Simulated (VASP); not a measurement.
# Ga2O3 (P1) in VASP: notebook

The runs below take Ga2O3 through single point, with r2SCAN.

Program: VASP 6.6.1. These are calculated values, not measurements. Logs are shortened: lines on timing, memory, paths and dates and some standing lists are left out, and cuts for length are marked.

## 1. The cell of the first run

The typed cell holds 10 atoms: a = 5.325 Å, b = 5.325 Å, c = 5.325 Å, α = 55.81°, β = 55.81°, γ = 55.81°.

## 2. Single point, r2SCAN (all Ga atoms moved +0.150 Å, as atom 1 along Cartesian [1 1 1])

File POSCAR:

```
Ga2O3
1.0
    2.4923023535      1.4389314347      4.4806666158
   -2.4923023535      1.4389314347      4.4806666158
    0.0000000000     -2.8778628693      4.4806666158
Ga O
4 6
Direct
    0.3892499204      0.3545019131      0.3417832597
    0.1784452238      0.1436972165      0.1309785631
    0.6784452238      0.6436972165      0.6309785631
    0.8892499204      0.8545019131      0.8417832597
    0.5536262452      0.9463737548      0.2500000000
    0.2500000000      0.5536262452      0.9463737548
    0.9463737548      0.2500000000      0.5536262452
    0.4463737548      0.0536262452      0.7500000000
    0.7500000000      0.4463737548      0.0536262452
    0.0536262452      0.7500000000      0.4463737548
```

File INCAR.step1:

```
ALGO     = Normal         # electronic algorithm
EDIFF    = 1E-4           # SCF threshold, eV
ENCUT    = 520            # plane-wave cutoff, eV
GGA      = PE             # functional
ISMEAR   = 0              # smearing method
LASPH    = T              # aspherical terms in the spheres
LCHARG   = F              # write CHGCAR
LREAL    = F              # projectors in reciprocal space
LWAVE    = T              # write WAVECAR
NBANDS   = 55             # bands
NELM     = 60             # most SCF steps
PREC     = Accurate       # precision mode
SIGMA    = 0.05           # smearing width, eV
```

File INCAR.step2:

```
ALGO     = Normal         # electronic algorithm
EDIFF    = 1E-6           # SCF threshold, eV
ENCUT    = 520            # plane-wave cutoff, eV
ISIF     = 2              # what is computed and relaxed
ISMEAR   = 0              # smearing method
ISTART   = 1            
LASPH    = T              # aspherical terms in the spheres
LCHARG   = F              # write CHGCAR
LMIXTAU  = T            
LREAL    = F              # projectors in reciprocal space
LWAVE    = F              # write WAVECAR
METAGGA  = R2SCAN         # meta-GGA
NBANDS   = 55             # bands
NELM     = 60             # most SCF steps
PREC     = Accurate       # precision mode
SIGMA    = 0.05           # smearing width, eV
```

File KPOINTS:

```
k-points
0
Gamma
  6 6 6
```

Potentials or basis: VASP PAW PBE potentials, release 64 (Ga_d, O).

The run is started by

```console
cat potpaw_PBE.64/Ga_d/POTCAR potpaw_PBE.64/O/POTCAR > POTCAR
cp INCAR.step1 INCAR
mpirun -np 1 vasp_std > vasp.out
cp INCAR.step2 INCAR
mpirun -np 1 vasp_std > vasp.out
```

OUTCAR:

```text
EDIFF = 1E-6
   ENCUT = 520
   ISIF = 2
   ISMEAR = 0
   ISTART = 1
   LASPH = T
   LREAL = F
   METAGGA = R2SCAN
   NELM = 60
   PREC = Accurate

 ion  position               nearest neighbor table
   1  0.389  0.355  0.342-   9 1.78   8 1.91  10 1.98   5 2.07   6 2.11   7 2.22   2 2.83
   2  0.178  0.144  0.131-   8 1.86   5 1.95   6 1.99  10 2.00   9 2.04   7 2.11   1 2.83
   3  0.678  0.644  0.631-   7 1.88  10 1.93   5 1.95   9 2.04   6 2.07   8 2.08   4 2.83
   4  0.889  0.855  0.842-   6 1.82   7 1.86   5 2.00  10 2.05   9 2.16   8 2.20   3 2.83
   5  0.554  0.946  0.250-   3 1.95   2 1.95   4 2.00   1 2.07
   6  0.250  0.554  0.946-   4 1.82   2 1.99   3 2.07   1 2.11
   7  0.946  0.250  0.554-   4 1.86   3 1.88   2 2.11   1 2.22
   8  0.446  0.054  0.750-   2 1.86   1 1.91   3 2.08   4 2.20
   9  0.750  0.446  0.054-   1 1.78   2 2.04   3 2.04   4 2.16
  10  0.054  0.750  0.446-   3 1.93   1 1.98   2 2.00   4 2.05

  LATTYP: Found a trigonal (rhomboedric) cell.
 ALAT       =     5.3252669433
 COS(alpha) =     0.5619247826

  Lattice vectors:

 A1 = (   2.4923023535,   1.4389314347,   4.4806666158)
 A2 = (  -2.4923023535,   1.4389314347,   4.4806666158)
 A3 = (   0.0000000000,  -2.8778628693,   4.4806666158)

Analysis of symmetry for initial positions (statically):
=====================================================================
 Subroutine PRICEL returns:
 Original cell was already a primitive cell.

 Routine SETGRP: Setting up the symmetry group for a
 trigonal (rhombohedral) supercell.

 Subroutine GETGRP returns: Found  1 space group operations
 (whereof  1 operations were pure point group operations)
 out of a pool of 12 trial point group operations.

The static configuration has the point symmetry C_1 .

Analysis of symmetry for dynamics (positions and initial velocities):
=====================================================================
 Subroutine PRICEL returns:
 Original cell was already a primitive cell.

 Routine SETGRP: Setting up the symmetry group for a
 trigonal (rhombohedral) supercell.

 Subroutine GETGRP returns: Found  1 space group operations
 (whereof  1 operations were pure point group operations)
 out of a pool of 12 trial point group operations.

The dynamic configuration has the point symmetry C_1 .

 Subroutine INISYM returns: Found  1 space group operations
 (whereof  1 operations are pure point group operations),
 and found     1 'primitive' translations

----------------------------------------------------------------------------------------

                                     Primitive cell

  volume of cell :      96.4128

  direct lattice vectors                    reciprocal lattice vectors
     2.492302353  1.438931435  4.480666616     0.200617714  0.115826691  0.074393692
    -2.492302353  1.438931435  4.480666616    -0.200617714  0.115826691  0.074393692
     0.000000000 -2.877862869  4.480666616     0.000000000 -0.231653382  0.074393692

  length of vectors
     5.325266943  5.325266943  5.325266943     0.243305797  0.243305797  0.243305797

  position of ions in fractional coordinates (direct lattice)
     0.389249920  0.354501913  0.341783260
     0.178445224  0.143697217  0.130978563
     0.678445224  0.643697217  0.630978563
     0.889249920  0.854501913  0.841783260
     0.553626245  0.946373755  0.250000000
     0.250000000  0.553626245  0.946373755
     0.946373755  0.250000000  0.553626245
     0.446373755  0.053626245  0.750000000
     0.750000000  0.446373755  0.053626245
     0.053626245  0.750000000  0.446373755

  ion indices of the primitive-cell ions
   primitive index   ion index
                 1           1
                 2           2
                 3           3
                 4           4
                 5           5
                 6           6
                 7           7
                 8           8
                 9           9
                10          10

----------------------------------------------------------------------------------------

 KPOINTS: k-points

Automatic generation of k-mesh.
 Grid dimensions read from file:
 generate k-points for:    6    6    6

 Generating k-lattice:

  Cartesian coordinates                     Fractional coordinates (reciprocal lattice)
     0.033436286  0.019304449  0.012398949     0.166666667  0.000000000  0.000000000
    -0.033436286  0.019304449  0.012398949     0.000000000  0.166666667  0.000000000
     0.000000000 -0.038608897  0.012398949    -0.000000000 -0.000000000  0.166666667

  Length of vectors
     0.040550966  0.040550966  0.040550966

  Shift w.r.t. Gamma in fractional coordinates (k-lattice)
     0.000000000  0.000000000  0.000000000

 Subroutine IBZKPT returns following result:
 ===========================================

 Found    112 irreducible k-points:

 Following reciprocal coordinates:
            Coordinates               Weight
  0.000000  0.000000  0.000000      1.000000
  0.166667 -0.000000 -0.000000      2.000000
 -0.000000  0.166667 -0.000000      2.000000
 -0.000000 -0.000000  0.166667      2.000000
  0.333333  0.000000 -0.000000      2.000000
  0.000000  0.333333 -0.000000      2.000000
[... 16 lines left out ...]
 -0.166667  0.500000 -0.000000      2.000000
  0.166667 -0.000000  0.500000      2.000000
 [... further k-points ...]
   k-points           NKPTS =    112   k-points in BZ     NKDIM =    112   number of bands    NBANDS=     55
   number of dos      NEDOS =    301   number of ions     NIONS =     10
   total plane-waves  NPLWV =  64000
   dimension x,y,z NGX =    40 NGY =   40 NGZ =   40
   dimension x,y,z NGXF=    80 NGYF=   80 NGZF=   80
   ions per type =               4   6
   NGX,Y,Z   is equivalent  to a cutoff of  12.49, 12.49, 12.49 a.u.
   NGXF,Y,Z  is equivalent  to a cutoff of  24.97, 24.97, 24.97 a.u.
 SYSTEM =  unknown system
   PREC   = accura    normal or accurate (medium, high low for compatibility)
   ISTART =      1    job   : 0-new  1-cont  2-samecut
   ICHARG =      0    charge: 1-file 2-atom 10-const
   ISPIN  =      1    spin polarized calculation?
   LNONCOLLINEAR =      F non collinear calculations
   LSORBIT =      F    spin-orbit coupling
   LASPH  =      T    aspherical Exc in radial PAW
   ENCUT  =  520.0 eV  38.22 Ry    6.18 a.u.   9.90  9.90  9.90*2*pi/ulx,y,z
   NELM   =     60;   NELMIN=  2; NELMDL=  0     # of ELM steps
   EDIFF  = 0.1E-05   stopping-criterion for ELM
   LREAL  =      F    real-space projection
   EDIFFG = 0.1E-04   stopping-criterion for IOM
   NSW    =      0    number of steps for IOM
   IBRION =     -1    ionic relax: 0-MD 1-quasi-New 2-CG
   NFREE  =      0    steps in history (QN), initial steepest desc. (CG)
   ISIF   =      2    stress and relaxation
   ISYM   =      2    0-nonsym 1-usesym 2-fastsym
   POTIM  = 0.5000    time-step for ionic-motion
   TEBEG  =    0.0;   TEEND  =   0.0 temperature during run
   PSTRESS=    0.0 pullay stress
   NELECT =      88.0000    total number of electrons
   NUPDOWN=      -1.0000    fix difference up-down
   EMIN   =  10.00;   EMAX   =-10.00  energy-range for DOS
   EFERMI =   0.00;   METHOD = LEGACY
   ISMEAR =     0;   SIGMA  =   0.05  broadening in eV -4-tet -1-fermi 0-gaus
   EFERMI_NEDOS =   21; number of points for ismear=-14 and -15
   IALGO  =     38    algorithm
   IMIX   =      4    mixing-type and parameters
     AMIX     =   0.40;   BMIX     =  1.00
     AMIX_MAG =   1.60;   BMIX_MAG =  1.00
  volume/ion in A,a.u.               =       9.64        65.06
  Fermi-wavevector in a.u.,A,eV,Ry     =   1.588026  3.000933 34.311514  2.521825
  Thomas-Fermi vector in A             =   2.687093
   LORBIT       =      0    0 simple, 1 ext, 2 COOP (PROOUT), +10 PAW based schemes
   METAGGA = R2SCAN    functional components
   LHFCALC =     F    Hartree Fock is set to
   AEXX    =    0.0000 exact exchange contribution
   IVDW    =     0    specifies the selected vdW correction
   LEPSILON=     F    determine dielectric tensor
   LRPA    =     F    only Hartree local field effects (RPA)
 non-spin polarized calculation
 Gauss-broadening in eV      SIGMA  =   0.05
  energy-cutoff  :      520.00
  volume of cell :       96.41
 maximum number of plane-waves:      2610
   NGX = 19   NGY = 19   NGZ = 19

 number of electron      87.9999995 magnetization

 Free energy of the ion-electron system (eV)
  ---------------------------------------------------
  ext. energy  EPLUGINS =         0.00000000
  ---------------------------------------------------
  free energy    TOTEN  =      -101.86258315 eV

  energy without entropy =     -101.86258315  energy(sigma->0) =     -101.86258315

 E-fermi :   4.3946     XC(G=0): -13.1502

 val. band max:        4.1627648641   @ k =  -0.0000  -0.1667   0.1667
 cond. band min:       7.6584643403   @ k =   0.0000   0.0000   0.0000
 fundamental gap:      3.4956994762
 Fermi energy:         4.3946215532

 k-point     1 :       0.0000    0.0000    0.0000
  band No.  band energies     occupation
      1     -15.8397      2.00000
      2     -13.9595      2.00000
      3     -13.9371      2.00000
      4     -13.8804      2.00000
      5     -13.8296      2.00000
      6     -13.7292      2.00000
[... 47 lines left out ...]
     54      16.3953      0.00000
     55      17.5030      0.00000

 k-point     2 :       0.1667   -0.0000   -0.0000
  band No.  band energies     occupation
      1     -15.7168      2.00000
      2     -14.0659      2.00000
      3     -13.9447      2.00000
      4     -13.9048      2.00000
      5     -13.8261      2.00000
      6     -13.7651      2.00000
[... 47 lines left out ...]
     54      16.9209      0.00000
     55      17.2890      0.00000
[... 1216 lines left out ...]
     54      17.2206      0.00000
     55      17.4442      0.00000

 k-point    24 :       0.1667   -0.0000    0.5000
  band No.  band energies     occupation
      1     -15.0086      2.00000
      2     -14.6614      2.00000
      3     -14.0441      2.00000
      4     -13.9710      2.00000
      5     -13.9118      2.00000
      6     -13.7856      2.00000
[... 47 lines left out ...]
     54      17.2387      0.00000
     55      17.4140      0.00000

 [... further k-points ...]

------------------------ aborting loop because EDIFF is reached ----------------------------------------

  FORCE on cell =-STRESS in cart. coord.  units (eV):
  Direction    XX          YY          ZZ          XY          YZ          ZX
  --------------------------------------------------------------------------------------
  -------------------------------------------------------------------------------------
  Total        2.9223070      3.4446090      2.5493949      0.3711320      1.1394391      0.9240391
  in kB       48.5625756     57.2421327     42.3655625      6.1674314     18.9350735     15.3555797
  external PRESSURE =      49.3900903 kB  Pullay stress =       0.0000000 kB

 VOLUME and BASIS-vectors are now :
 -----------------------------------------------------------------------------
  energy-cutoff  :      520.00
  volume of cell :       96.41
      direct lattice vectors                 reciprocal lattice vectors
     2.492302353  1.438931435  4.480666616     0.200617714  0.115826691  0.074393692
    -2.492302353  1.438931435  4.480666616    -0.200617714  0.115826691  0.074393692
     0.000000000 -2.877862869  4.480666616     0.000000000 -0.231653382  0.074393692

 POSITION                                       TOTAL-FORCE (eV/Angst)
 -----------------------------------------------------------------------------------
      0.08660      0.08660      4.86392        -1.030429     -1.644799     -0.773427
      0.08660      0.08660      2.03028        -1.067562     -0.934647     -0.513296
      0.08660      0.08660      8.75128        -0.877818     -0.927142     -0.593177
      0.08660      0.08660     11.58492        -1.237477     -0.778745     -0.696787
     -0.97885      1.43893      7.84117         0.652674      0.370902      0.302902
     -0.75673     -1.56717      7.84117         1.245221      0.437449      0.859097
      1.73557      0.12824      7.84117         0.210227      0.599136      0.110158
      0.97885     -1.43893      5.60083         0.469035      0.599269     -0.206642
      0.75673      1.56717      5.60083         1.126522      1.501991      0.995180
     -1.73557     -0.12824      5.60083         0.509607      0.776586      0.515992
 -----------------------------------------------------------------------------------
    total drift:                               -0.010794     -0.005819      0.010941

  FREE ENERGIE OF THE ION-ELECTRON SYSTEM (eV)
  ---------------------------------------------------
  free  energy   TOTEN  =      -101.8625831488 eV

  energy  without entropy=     -101.8625831488  energy(sigma->0) =     -101.86258315
```

Run time: 57 min. Hardware: 1 thread of Oxide Virtual Turin-like, shared host; peak memory 0.51 GiB.

Results:

| Property | Result |
| --- | --- |
| Free energy | -101.8626 eV |
| Pressure | 4.9 GPa |
| Largest force | 2.125 eV/Å |
| Band gap on the k mesh | 3.50 eV (least direct gap 3.68 eV) |

Forces on the atoms (eV/Å):
```
Ga  -1.030 -1.645 -0.773
Ga  -1.068 -0.935 -0.513
Ga  -0.878 -0.927 -0.593
Ga  -1.237 -0.779 -0.697
O    0.653  0.371  0.303
O    1.245  0.437  0.859
O    0.210  0.599  0.110
O    0.469  0.599 -0.207
O    1.127  1.502  0.995
O    0.510  0.777  0.516
```

Caveat: the cell differs from its parent crystal (all Ga atoms moved +0.150 Å, as atom 1 along Cartesian [1 1 1]); the cell stands under pressure; the PAW data sets were made with another functional, which shifts forces and pressure a little. A k mesh can miss the band edges.

[end of part 1 of 2]
